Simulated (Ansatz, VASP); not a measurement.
Two plane-wave programs on TePb

The input INCAR:

```
SYSTEM = TePb
PREC = Accurate
ENCUT = 520
EDIFF = 1E-6
ISMEAR = 0
SIGMA = 0.05
LREAL = .FALSE.
LASPH = .TRUE.
NELM = 80
ALGO = Normal
ISIF = 2
LWAVE = .FALSE.
LCHARG = .TRUE.
GGA = PS
LELF = .TRUE.
LVHAR = .TRUE.
NBANDS = 17
```

Contents of KPOINTS:

```
Automatic mesh
0
G
  10 10 10
  0 0 0
```

POSCAR

```
TePb
1.0
    0.0000000000      3.1330261036      3.1330261036
    3.1330261036      0.0000000000      3.1330261036
    3.1330261036      3.1330261036      0.0000000000
Te Pb
1 1
Direct
    0.5000000000      0.5000000000      0.5000000000
    0.0000000000      0.0000000000      0.0000000000
```

Input for Ansatz:

```yaml
crystal:
  lattice:
    - [0.0, 3.1330261036, 3.1330261036]
    - [3.1330261036, 0.0, 3.1330261036]
    - [3.1330261036, 3.1330261036, 0.0]
  atoms:
    - { symbol: Te, position: [0.5, 0.5, 0.5] }
    - { symbol: Pb, position: [0.0, 0.0, 0.0] }
basis:
  ecutwfc: 420
  ecutrho_ratio: 4
kpoints:
  mp_grid: { grid: [10, 10, 10] }
hamiltonian:
  xc: pbesol
scf:
  occupations: { method: gaussian, width: 0.05 }
output:
  forces: true
  stress: true
  eigenvalues: true
```

Alike in both runs: task single point; functional PBEsol; k mesh 10 × 10 × 10; occupations gaussian, width 0.05 eV; no spin polarisation.

|  | VASP | Ansatz |
| --- | --- | --- |
| version | VASP 6.6.1 | Ansatz 0.2.0 |
| potentials or method | VASP PAW PBE potentials, release 64 (Te, Pb_d), cutoff 520 eV | scalar-relativistic, plane waves, PAW |
| valence electrons in the cell | 20 | 30 |

```csv
,VASP,Ansatz,Ansatz less VASP
gap on the k mesh at the Fermi level (eV),0.44,0.44,-0.005
least direct gap on the mesh (eV),0.44,0.44,-0.005
pressure (GPa),4.5,4.5,+0.03
```

VASP's potentials were made for PBE, not for PBEsol. VASP's potentials hold 20 valence electrons a cell and Ansatz's 30, so a difference there can come from the potentials and not from the codes.

Neither program's run includes spin-orbit coupling.
